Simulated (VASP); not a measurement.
Set up this calculation in VASP 6.6.1, as the native input.

| Property | Result |
| --- | --- |
| Task | single point |
| Functional | r2SCAN |
| Potentials or basis | VASP PAW PBE potentials, release 64 (Ca_sv) |
| Cutoff | 520 eV |
| k mesh | 12 × 12 × 12 |
| Occupations | fermi-dirac, width 0.05 eV |
| Spin | no spin polarisation |
| Dipole correction | no |
| Further INCAR settings | ALGO = Normal; EDIFF = 1e-06; NBANDS = 11 |

The system is Ca.

```
CELL_PARAMETERS angstrom
0.00000 2.78393 2.78393
2.78393 0.00000 2.78393
2.78393 2.78393 0.00000
ATOMIC_POSITIONS crystal
Ca 0.00000 0.00000 0.00000
```

The input as run:

POSCAR

```
Ca
1.0
    0.0000000000      2.7839259470      2.7839259470
    2.7839259470      0.0000000000      2.7839259470
    2.7839259470      2.7839259470      0.0000000000
Ca
1
Direct
    0.0000000000      0.0000000000      0.0000000000
```

INCAR.step1

```
ALGO     = Normal         # electronic algorithm
EDIFF    = 1E-4           # SCF threshold, eV
ENCUT    = 520            # plane-wave cutoff, eV
GGA      = PE             # functional
ISMEAR   = -1             # smearing method
LASPH    = T              # aspherical terms in the spheres
LCHARG   = F              # write CHGCAR
LREAL    = F              # projectors in reciprocal space
LWAVE    = T              # write WAVECAR
NBANDS   = 11             # bands
NELM     = 60             # most SCF steps
PREC     = Accurate       # precision mode
SIGMA    = 0.05           # smearing width, eV
```

INCAR.step2

```
ALGO     = Normal         # electronic algorithm
EDIFF    = 1E-6           # SCF threshold, eV
ENCUT    = 520            # plane-wave cutoff, eV
ISIF     = 2              # what is computed and relaxed
ISMEAR   = -1             # smearing method
ISTART   = 1            
LASPH    = T              # aspherical terms in the spheres
LCHARG   = T              # write CHGCAR
LELF     = T              # ELF
LMIXTAU  = T            
LREAL    = F              # projectors in reciprocal space
LVHAR    = T            
LWAVE    = F              # write WAVECAR
METAGGA  = R2SCAN         # meta-GGA
NBANDS   = 11             # bands
NELM     = 60             # most SCF steps
PREC     = Accurate       # precision mode
SIGMA    = 0.05           # smearing width, eV
```

KPOINTS

```
k-points
0
Gamma
  12 12 12
```

Potentials or basis: VASP PAW PBE potentials, release 64 (Ca_sv).

Launch:

```console
$ cat potpaw_PBE.64/Ca_sv/POTCAR > POTCAR
$ cp INCAR.step1 INCAR
$ mpirun -np 1 vasp_std > vasp.out
$ cp INCAR.step2 INCAR
$ mpirun -np 1 vasp_std > vasp.out
```

It gave:

```yaml
Pressure: 0.0 GPa
Band_gap_on_the_k_mesh: zero (band 5 reaches 2.18 eV, above the bottom of band 6 at 1.61 eV)
```

Caveat: the PAW data sets were made with another functional, which shifts forces and pressure a little.

It took 3 min on 1 thread of AMD EPYC 7R13 (shared host), peak memory 0.16 GiB.
